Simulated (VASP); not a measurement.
## Se: single point with PBEsol

Se:

```
Se
1.0
     1.18503   -0.68418    3.85090
     0.00000    1.36835    3.85090
    -1.18503   -0.68418    3.85090
Se
2
Direct
  0.25000 0.25000 0.25000
  0.75000 0.75000 0.75000
```

This isn't the form of Se at room conditions, which is trigonal, of chains.

```
Program             : VASP 6.6.1
Task                : single point
Functional          : PBEsol
Potentials or basis : VASP PAW PBE potentials, release 64 (Se)
Cutoff              : 520 eV
k mesh              : 15 × 15 × 15
Occupations         : fermi-dirac, width 0.08 eV
Spin                : no spin polarisation
```

```yaml
Pressure: 296.5 GPa
Band_gap_on_the_k_mesh: zero (bands 6 and 7 overlap by 16.55 eV)
```

Stress tensor (GPa, compression positive):
```
296.49   0.00   0.00
  0.00 296.49   0.00
  0.00   0.00 296.60
```

Levels at points of the mesh, in eV from the Fermi level:
| k point | band 3 | band 4 | band 5 | band 6 | band 7 | band 8 | band 9 | band 10 |
| --- | --- | --- | --- | --- | --- | --- | --- | --- |
| (0.00, 0.00, 0.00) | -15.62 | 5.68 | 5.68 | 9.60 | 9.60 | 9.82 | 12.05 | 12.05 |

Wall time 4.2 min on 1 thread of Intel Xeon 8259CL, on a shared host, peak memory 0.23 GiB.

Caveat: the cell stands under pressure; the PAW data sets were made with another functional, which shifts forces and pressure a little.
